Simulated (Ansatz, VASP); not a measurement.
## Rb: VASP beside Ansatz

Contents of INCAR:

```
SYSTEM = Rb
ALGO     = Normal         ! electronic algorithm
EDIFF    = 1E-6           ! SCF threshold, eV
EDIFFG   = -0.01          ! ionic threshold
ENCUT    = 600            ! plane-wave cutoff, eV
GGA      = RP             ! functional
IBRION   = 2              ! ionic algorithm
ISIF     = 3              ! what is computed and relaxed
ISMEAR   = -1             ! smearing method
LASPH    = .TRUE.         ! aspherical terms in the spheres
LCHARG   = .FALSE.        ! write CHGCAR
LREAL    = .FALSE.        ! projectors in reciprocal space
LWAVE    = .FALSE.        ! write WAVECAR
NELM     = 80             ! most SCF steps
NSW      = 80             ! ionic steps
PREC     = Accurate       ! precision mode
SIGMA    = 0.1            ! smearing width, eV
```

The input KPOINTS:

```
k-points
0
G
  8 8 8
  0 0 0
```

File POSCAR:

```
Rb
1.0
    0.0000000000      3.5183295318      3.5183295318
    3.5183295318      0.0000000000      3.5183295318
    3.5183295318      3.5183295318      0.0000000000
Rb
1
Direct
    0.0000000000      0.0000000000      0.0000000000
```

Input for Ansatz:

```yaml
crystal:
  lattice:
    - [0.0, 3.5183295318, 3.5183295318]
    - [3.5183295318, 0.0, 3.5183295318]
    - [3.5183295318, 3.5183295318, 0.0]
  atoms:
    - { symbol: Rb, position: [0.0, 0.0, 0.0] }
hamiltonian:
  xc: rpbe
  pseudopotentials:
    kind: paw
    azcp:
      Rb: "pseudopotentials/Rb.paw.azcp"
basis:
  ecutwfc: 420
  fft_grid_basis: typed
kpoints:
  mp_grid: { grid: [8, 8, 8], shift: [0, 0, 0] }
magnetization:
  spin_polarized: false
scf:
  occupations: { method: fermi_dirac, width: 0.1 }
relax:
  max_steps: 60
  f_tol: 0.01
  cell: {}
```

Alike in both runs: task relaxation of cell and atoms; functional RPBE; k mesh 8 × 8 × 8; occupations fermi-dirac, width 0.1 eV; no spin polarisation.

|  | VASP | Ansatz |
| --- | --- | --- |
| version | VASP 6.6.1 | Ansatz 0.2.0 |
| potentials or method | VASP PAW PBE potentials, release 64 (Rb_sv), cutoff 600 eV | plane waves (420 eV) with PAW, scalar-relativistic |
| valence electrons in the cell | 9 | 9 |

```csv
,VASP,Ansatz,Ansatz less VASP
relaxed volume (Å³/atom),101.06,101.06,-0.002
relaxed cell length with the largest relative difference (Å),5.228,5.228,0.0000
```

VASP's potentials were made for PBE, not for RPBE.

Noted on VASP's run: the volume moved by over 15 % at a fixed basis, so the end points are rough.
